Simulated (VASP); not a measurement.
# AlN (R-3m) in VASP: notebook

The runs below take AlN through single point, with PBE.

Program: VASP 6.6.1. These are calculated values, not measurements. Logs are shortened: lines on timing, memory, paths and dates and some standing lists are left out, and cuts for length are marked.

### Step 1. The cell of the first run

The structure is trigonal, space group R-3m (No. 166). The conventional cell has a = 2.996 Å, b = 2.996 Å, c = 6.505 Å, α = 90.00°, β = 90.00°, γ = 120.00°. Al (site symmetry -3m) has 6 N at 2.04 Å within 2.7 Å. N (site symmetry -3m) has 6 Al at 2.04 Å within 2.7 Å.

### Step 2. Single point, PBE

Contents of INCAR:

```
PREC = Accurate
ENCUT = 520
EDIFF = 1E-7
ISMEAR = 0
SIGMA = 0.05
LREAL = F
LASPH = T
NELM = 100
ALGO = Normal
ISIF = 2
LWAVE = F
LCHARG = F
GGA = PE
NBANDS = 11
```

Contents of KPOINTS:

```
regular mesh
0
Gamma
  10 10 10
```

Contents of POSCAR:

```
AlN
1.0
   -0.1604313186      1.9579399658      1.9579399658
    1.9579399658     -0.1604313186      1.9579399658
    1.9579399658      1.9579399658     -0.1604313186
Al N
1 1
Direct
    0.5000000000      0.5000000000      0.5000000000
    0.0000000000      0.0000000000      0.0000000000
```

Potentials or basis: VASP PAW PBE potentials, release 64 (Al, N).

The run is started by

```bash
cat potpaw_PBE.64/Al/POTCAR potpaw_PBE.64/N/POTCAR > POTCAR
mpirun -np 1 vasp_std > vasp.out
```

OUTCAR:

```text
PREC = Accurate
   ENCUT = 520
   EDIFF = 1E-7
   ISMEAR = 0
   LREAL = F
   LASPH = T
   NELM = 100
   ISIF = 2
   GGA = PE

 ion  position               nearest neighbor table
   1  0.500  0.500  0.500-   2 2.04   2 2.04   2 2.04   2 2.04   2 2.04   2 2.04
   2  0.000  0.000  0.000-   1 2.04   1 2.04   1 2.04   1 2.04   1 2.04   1 2.04

  LATTYP: Found a trigonal (rhomboedric) cell.
 ALAT       =     2.7735890156
 COS(alpha) =     0.4166624355

  Lattice vectors:

 A1 = (  -0.1604313186,   1.9579399658,   1.9579399658)
 A2 = (   1.9579399658,  -0.1604313186,   1.9579399658)
 A3 = (   1.9579399658,   1.9579399658,  -0.1604313186)

Analysis of symmetry for initial positions (statically):
=====================================================================
 Subroutine PRICEL returns:
 Original cell was already a primitive cell.

 Routine SETGRP: Setting up the symmetry group for a
 trigonal (rhombohedral) supercell.

 Subroutine GETGRP returns: Found 12 space group operations
 (whereof 12 operations were pure point group operations)
 out of a pool of 12 trial point group operations.

The static configuration has the point symmetry D_3d.

Analysis of symmetry for dynamics (positions and initial velocities):
=====================================================================
 Subroutine PRICEL returns:
 Original cell was already a primitive cell.

 Routine SETGRP: Setting up the symmetry group for a
 trigonal (rhombohedral) supercell.

 Subroutine GETGRP returns: Found 12 space group operations
 (whereof 12 operations were pure point group operations)
 out of a pool of 12 trial point group operations.

The dynamic configuration has the point symmetry D_3d.

 Subroutine INISYM returns: Found 12 space group operations
 (whereof 12 operations are pure point group operations),
 and found     1 'primitive' translations

----------------------------------------------------------------------------------------

                                     Primitive cell

  volume of cell :      16.8526

  direct lattice vectors                    reciprocal lattice vectors
    -0.160431319  1.957939966  1.957939966    -0.225947262  0.246113517  0.246113517
     1.957939966 -0.160431319  1.957939966     0.246113517 -0.225947262  0.246113517
     1.957939966  1.957939966 -0.160431319     0.246113517  0.246113517 -0.225947262

  length of vectors
     2.773589016  2.773589016  2.773589016     0.414964929  0.414964929  0.414964929

  position of ions in fractional coordinates (direct lattice)
     0.500000000  0.500000000  0.500000000
     0.000000000  0.000000000  0.000000000

  ion indices of the primitive-cell ions
   primitive index   ion index
                 1           1
                 2           2

----------------------------------------------------------------------------------------

 KPOINTS: regular mesh

Automatic generation of k-mesh.
 Grid dimensions read from file:
 generate k-points for:   10   10   10

 Generating k-lattice:

  Cartesian coordinates                     Fractional coordinates (reciprocal lattice)
    -0.022594726  0.024611352  0.024611352     0.100000000 -0.000000000 -0.000000000
     0.024611352 -0.022594726  0.024611352    -0.000000000  0.100000000 -0.000000000
     0.024611352  0.024611352 -0.022594726    -0.000000000 -0.000000000  0.100000000

  Length of vectors
     0.041496493  0.041496493  0.041496493

  Shift w.r.t. Gamma in fractional coordinates (k-lattice)
     0.000000000  0.000000000  0.000000000

 Subroutine IBZKPT returns following result:
 ===========================================

 Found    116 irreducible k-points:

 Following reciprocal coordinates:
            Coordinates               Weight
  0.000000  0.000000  0.000000      1.000000
  0.100000  0.000000  0.000000      6.000000
  0.200000  0.000000  0.000000      6.000000
  0.300000 -0.000000 -0.000000      6.000000
  0.400000  0.000000  0.000000      6.000000
  0.500000  0.000000  0.000000      3.000000
[... 16 lines left out ...]
  0.300000  0.300000  0.000000      6.000000
  0.400000  0.300000  0.000000     12.000000
 [... further k-points ...]
   k-points           NKPTS =    116   k-points in BZ     NKDIM =    116   number of bands    NBANDS=     11
   number of dos      NEDOS =    301   number of ions     NIONS =      2
   total plane-waves  NPLWV =  13824
   dimension x,y,z NGX =    24 NGY =   24 NGZ =   24
   dimension x,y,z NGXF=    48 NGYF=   48 NGZF=   48
   ions per type =               1   1
   NGX,Y,Z   is equivalent  to a cutoff of  14.39, 14.39, 14.39 a.u.
   NGXF,Y,Z  is equivalent  to a cutoff of  28.77, 28.77, 28.77 a.u.
 SYSTEM =  unknown system
   PREC   = accura    normal or accurate (medium, high low for compatibility)
   ISTART =      0    job   : 0-new  1-cont  2-samecut
   ICHARG =      2    charge: 1-file 2-atom 10-const
   ISPIN  =      1    spin polarized calculation?
   LNONCOLLINEAR =      F non collinear calculations
   LSORBIT =      F    spin-orbit coupling
   LASPH  =      T    aspherical Exc in radial PAW
   ENCUT  =  520.0 eV  38.22 Ry    6.18 a.u.   5.16  5.16  5.16*2*pi/ulx,y,z
   NELM   =    100;   NELMIN=  2; NELMDL= -5     # of ELM steps
   EDIFF  = 0.1E-06   stopping-criterion for ELM
   LREAL  =      F    real-space projection
   EDIFFG = 0.1E-05   stopping-criterion for IOM
   NSW    =      0    number of steps for IOM
   IBRION =     -1    ionic relax: 0-MD 1-quasi-New 2-CG
   NFREE  =      0    steps in history (QN), initial steepest desc. (CG)
   ISIF   =      2    stress and relaxation
   ISYM   =      2    0-nonsym 1-usesym 2-fastsym
   POTIM  = 0.5000    time-step for ionic-motion
   TEBEG  =    0.0;   TEEND  =   0.0 temperature during run
   PSTRESS=    0.0 pullay stress
   NELECT =       8.0000    total number of electrons
   NUPDOWN=      -1.0000    fix difference up-down
   EMIN   =  10.00;   EMAX   =-10.00  energy-range for DOS
   EFERMI =   0.00;   METHOD = LEGACY
   ISMEAR =     0;   SIGMA  =   0.05  broadening in eV -4-tet -1-fermi 0-gaus
   EFERMI_NEDOS =   21; number of points for ismear=-14 and -15
   IALGO  =     38    algorithm
   IMIX   =      4    mixing-type and parameters
     AMIX     =   0.40;   BMIX     =  1.00
     AMIX_MAG =   1.60;   BMIX_MAG =  1.00
  volume/ion in A,a.u.               =       8.43        56.86
  Fermi-wavevector in a.u.,A,eV,Ry     =   1.277074  2.413320 22.189997  1.630919
  Thomas-Fermi vector in A             =   2.409694
   LORBIT       =      0    0 simple, 1 ext, 2 COOP (PROOUT), +10 PAW based schemes
   GGA     = PE    functional components
   LHFCALC =     F    Hartree Fock is set to
   AEXX    =    0.0000 exact exchange contribution
   IVDW    =     0    specifies the selected vdW correction
   LEPSILON=     F    determine dielectric tensor
   LRPA    =     F    only Hartree local field effects (RPA)
 non-spin polarized calculation
 Gauss-broadening in eV      SIGMA  =   0.05
  energy-cutoff  :      520.00
  volume of cell :       16.85
 maximum number of plane-waves:       483
 NGX is ok and might be reduce to    24
   NGX = 11   NGY = 11   NGZ = 11

 number of electron       8.0000000 magnetization

 Free energy of the ion-electron system (eV)
  ---------------------------------------------------
  ext. energy  EPLUGINS =         0.00000000
  ---------------------------------------------------
  free energy    TOTEN  =       -14.26363595 eV

  energy without entropy =      -14.26363595  energy(sigma->0) =      -14.26363595

 E-fermi :  10.9482     XC(G=0): -12.2030

 val. band max:       10.6752449287   @ k =   0.0000   0.0000   0.0000
 cond. band min:      13.2515474072   @ k =   0.5000   0.5000   0.0000
 fundamental gap:      2.5763024785
 Fermi energy:        10.9482445878

 k-point     1 :       0.0000    0.0000    0.0000
  band No.  band energies     occupation
      1      -7.6266      2.00000
      2       9.2974      2.00000
      3       9.2974      2.00000
      4      10.6752      2.00000
      5      14.6786      0.00000
      6      20.6352      0.00000
      7      20.6352      0.00000
      8      25.0840      0.00000
      9      26.1300      0.00000
     10      27.6247      0.00000
     11      27.6247      0.00000

 k-point     2 :       0.1000    0.0000    0.0000
  band No.  band energies     occupation
      1      -7.4351      2.00000
      2       8.3325      2.00000
      3       9.2166      2.00000
      4      10.4571      2.00000
      5      15.3603      0.00000
      6      20.2051      0.00000
      7      20.9853      0.00000
      8      24.9176      0.00000
      9      25.6039      0.00000
     10      26.1618      0.00000
     11      28.1368      0.00000

 k-point     3 :       0.2000    0.0000    0.0000
  band No.  band energies     occupation
      1      -6.8788      2.00000
      2       6.2280      2.00000
      3       9.0200      2.00000
      4      10.1275      2.00000
      5      16.2416      0.00000
      6      19.8563      0.00000
      7      21.7059      0.00000
      8      24.2013      0.00000
      9      24.2346      0.00000
     10      26.6378      0.00000
     11      27.7392      0.00000

 k-point     4 :       0.3000   -0.0000   -0.0000
  band No.  band energies     occupation
      1      -6.0287      2.00000
      2       3.9644      2.00000
      3       8.8021      2.00000
      4       9.8143      2.00000
      5      16.3073      0.00000
      6      20.5463      0.00000
      7      21.4692      0.00000
      8      23.3027      0.00000
      9      24.8621      0.00000
     10      26.6076      0.00000
     11      28.9770      0.00000
[... 239 lines left out ...]
 k-point    22 :      -0.2000    0.2000    0.0000
  band No.  band energies     occupation
      1      -5.8009      2.00000
      2       4.6818      2.00000
      3       6.6459      2.00000
      4       9.6061      2.00000
      5      18.2272      0.00000
      6      19.4013      0.00000
      7      20.7124      0.00000
      8      23.4404      0.00000
      9      25.4632      0.00000
     10      28.5263      0.00000
     11      30.8692      0.00000

 k-point    23 :       0.3000    0.3000    0.0000
  band No.  band energies     occupation
      1      -5.3902      2.00000
      2       4.9907      2.00000
      3       7.0513      2.00000
      4       8.5663      2.00000
      5      15.3201      0.00000
      6      17.6680      0.00000
      7      20.7863      0.00000
      8      24.4148      0.00000
      9      26.1555      0.00000
     10      30.1790      0.00000
     11      33.0521      0.00000

 k-point    24 :       0.4000    0.3000    0.0000
  band No.  band energies     occupation
      1      -4.6570      2.00000
      2       3.8856      2.00000
      3       6.4502      2.00000
      4       8.3478      2.00000
      5      15.2511      0.00000
      6      17.1490      0.00000
      7      21.1908      0.00000
      8      25.1062      0.00000
      9      26.0587      0.00000
     10      31.4868      0.00000
     11      33.9200      0.00000

 [... further k-points ...]
[... 5 lines left out ...]
  --------------------------------------------------------------------------------------
  -------------------------------------------------------------------------------------
  Total        0.0943357      0.0943357      0.0943357      2.2080341      2.2080341      2.2080341
  in kB        8.9685184      8.9685184      8.9685184    209.9183359    209.9183359    209.9183359
  external PRESSURE =       8.9685184 kB  Pullay stress =       0.0000000 kB

 VOLUME and BASIS-vectors are now :
 -----------------------------------------------------------------------------
  energy-cutoff  :      520.00
  volume of cell :       16.85
      direct lattice vectors                 reciprocal lattice vectors
    -0.160431319  1.957939966  1.957939966    -0.225947262  0.246113517  0.246113517
     1.957939966 -0.160431319  1.957939966     0.246113517 -0.225947262  0.246113517
     1.957939966  1.957939966 -0.160431319     0.246113517  0.246113517 -0.225947262

 POSITION                                       TOTAL-FORCE (eV/Angst)
 -----------------------------------------------------------------------------------
      1.87772      1.87772      1.87772         0.000000      0.000000     -0.000000
      0.00000      0.00000      0.00000        -0.000000     -0.000000      0.000000
 -----------------------------------------------------------------------------------
    total drift:                                0.000000     -0.000000     -0.000000

  FREE ENERGIE OF THE ION-ELECTRON SYSTEM (eV)
  ---------------------------------------------------
  free  energy   TOTEN  =       -14.2636359523 eV

  energy  without entropy=      -14.2636359523  energy(sigma->0) =      -14.26363595
```

It took 32 s on 1 thread of AMD EPYC 7R43 (Zen 3), shared host; peak memory 0.11 GiB.

What came out:

```yaml
Free_energy: -14.2636 eV
Pressure: 0.9 GPa
Band_gap_on_the_k_mesh: 2.58 eV, indirect (least direct gap 4.00 eV)
```

Stress tensor (GPa, compression positive):
```
 0.90 20.99 20.99
20.99  0.90 20.99
20.99 20.99  0.90
```

Levels at points of the mesh, in eV from the valence-band top:
| k point | band 1 | band 2 | band 3 | band 4 | band 5 | band 6 | band 7 | band 8 | band 9 |
| --- | --- | --- | --- | --- | --- | --- | --- | --- | --- |
| (0.00, 0.00, 0.00) | -18.30 | -1.38 | -1.38 | 0.00 | 4.00 | 9.96 | 9.96 | 14.41 | 15.45 |
| (0.50, 0.00, 0.00) | -15.29 | -9.38 | -2.09 | -1.16 | 5.25 | 9.91 | 11.33 | 11.80 | 15.39 |
| (0.50, 0.50, 0.00) | -14.10 | -8.15 | -4.46 | -2.76 | 2.58 | 5.39 | 12.20 | 15.35 | 16.97 |
| (0.50, 0.50, 0.50) | -14.44 | -8.25 | -2.72 | -2.72 | 3.56 | 8.11 | 8.11 | 12.63 | 14.15 |

A k mesh can miss the band edges. PBE gaps usually lie below the measured ones, often by a third to a half.

(Continued in part 2 of 2.)
